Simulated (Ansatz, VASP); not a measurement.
## Two plane-wave programs on HgS

```
CELL_PARAMETERS angstrom
0.00000 2.92900 2.92900
2.92900 0.00000 2.92900
2.92900 2.92900 0.00000
ATOMIC_POSITIONS crystal
Hg 0.00000 0.00000 0.00000
S 0.75000 0.75000 0.75000
```

Alike in both runs: task single point; functional PBE-based global hybrid; k mesh 6 × 6 × 6; occupations gaussian, width 0.05 eV; no spin polarisation.

```csv
,VASP,Ansatz
version,VASP 6.6.1,Ansatz 0.2.0
potentials or method,"VASP PAW PBE potentials, release 64 (Hg, S), cutoff 400 eV","scalar-relativistic, plane waves, PAW"
valence electrons in the cell,18,26
```

```csv
,VASP,Ansatz,Ansatz less VASP
gap on the k mesh at the Fermi level (eV),0.42,0.40,-0.025
least direct gap on the mesh (eV),0.42,0.40,-0.025
pressure (GPa),3.0,2.8,-0.25
```

VASP's potentials were made for PBE, not for PBE-based global hybrid. With one functional, cell and mesh, what is left measures potentials, basis and numerics. VASP's potentials hold 18 valence electrons a cell and Ansatz's 26, so a difference there can come from the potentials and not from the codes. Ansatz's warnings: stress exchange threshold loose, stress scf threshold loose.

Spin-orbit coupling is off throughout.
